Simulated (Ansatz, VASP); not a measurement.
# Two plane-wave programs on Ti

INCAR

```
  PREC = Accurate
  ENCUT = 520
  EDIFF = 1E-6
  ISMEAR = -1
  SIGMA = 0.05
  LREAL = F
  LASPH = T
  NELM = 80
  ALGO = Normal
  ISIF = 2
  LWAVE = F
  LCHARG = T
  LDIPOL = T
  IDIPOL = 3
  DIPOL = 0.5 0.5 0.500
  GGA = PE
  LELF = T
  LVHAR = T
  LVACPOTAV = T
  NBANDS = 25
```

KPOINTS

```
Automatic mesh
0
Gamma
  13 13 1
```

POSCAR

```
Ti
1.0
    2.9399472394      0.0000000000      0.0000000000
   -1.4699736197      2.5460689951      0.0000000000
    0.0000000000      0.0000000000     20.6479000000
Ti
3
Direct
    0.0000000000      0.0000000000      0.3874493407
    0.3333333340      0.6666666660      0.5000000000
    0.0000000000      0.0000000000      0.6125506593
```

Input for Ansatz:

```yaml
crystal:
  lattice:
    - [2.9399472394, 0.0, 0.0]
    - [-1.4699736197, 2.5460689951, 0.0]
    - [0.0, 0.0, 20.6479]
  atoms:
    - { symbol: Ti, position: [0.0, 0.0, 0.3874493407] }
    - { symbol: Ti, position: [0.333333334, 0.666666666, 0.5] }
    - { symbol: Ti, position: [0.0, 0.0, 0.6125506593] }
kpoints:
  mp_grid: { grid: [13, 13, 1] }
scf:
  occupations: { method: fermi_dirac, width: 0.05 }
hamiltonian:
  xc: pbe
  pseudopotentials: { kind: paw }
output:
  forces: true
  stress: true
  eigenvalues: true
  populations: true
efield:
  axis: 3
  amplitude: 0
  dipole_correction: true
```

Alike in both runs: task single point; functional PBE; k mesh 13 × 13 × 1; occupations fermi-dirac, width 0.05 eV; no spin polarisation.

|  | VASP | Ansatz |
| --- | --- | --- |
| version | VASP 6.6.1 | Ansatz 0.2.0 |
| potentials or method | VASP PAW PBE potentials, release 64 (Ti_sv) | PAW with Ansatz's default frozen-core files, scalar-relativistic |
| plane-wave cutoff (eV) | 520 | 420 |
| valence electrons in the cell | 36 | 36 |

Ansatz gave:

```
rms of the force components (eV/Å) : 0.176
```

Problem. Which values does VASP return?

Solution. rms of the force components (eV/Å): 0.181.

Atom by atom the forces differ by 0.005 eV/Å (rms over components).
